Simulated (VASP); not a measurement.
# CdS: single point with B3LYP

Crystal: CdS.

```xyz
2
Lattice="4.2776 0.0000 0.0000 -2.1388 3.7045 0.0000 0.0000 0.0000 6.5072" Properties=species:S:1:pos:R:3 pbc="T T T"
Cd    0.0000    0.0000    2.8520
S     2.1388    1.2348    2.8549
```

```json
{"Program": "VASP 6.6.1", "Task": "single point", "Functional": "B3LYP", "Potentials or basis": "VASP PAW PBE potentials, release 64 (Cd, S)", "Cutoff": "520 eV", "k mesh": "4 × 4 × 3", "Occupations": "fermi-dirac, width 0.05 eV", "Spin": "no spin polarisation"}
```

```
Pressure               : 0.1 GPa
Band gap on the k mesh : 2.78 eV
```

Stress tensor (GPa, compression positive):
```
 0.23  0.00  0.00
 0.00  0.23  0.00
 0.00  0.00 -0.02
```

Levels at points of the mesh, in eV from the valence-band top:
```
           k point  band 5  band 6  band 7  band 8  band 9  band 10  band 11  band 12  band 13  band 14
(0.00, 0.00, 0.00)   -8.15   -7.91   -1.24    0.00    0.00     2.78     6.57     7.82     8.46     8.46
(0.50, 0.00, 0.00)   -8.16   -7.69   -3.74   -1.32   -0.29     5.10     6.17     8.07     8.55    10.86
```

It took 4.2 min on 1 thread of Intel(R) Xeon(R) Platinum 8488C (Sapphire Rapids), with other jobs on the host, peak memory 0.23 GiB.

Caveat: the k points lie up to 0.42 Å⁻¹ apart; the PAW data sets were made with another functional, which shifts forces and pressure a little. A k mesh can miss the band edges.
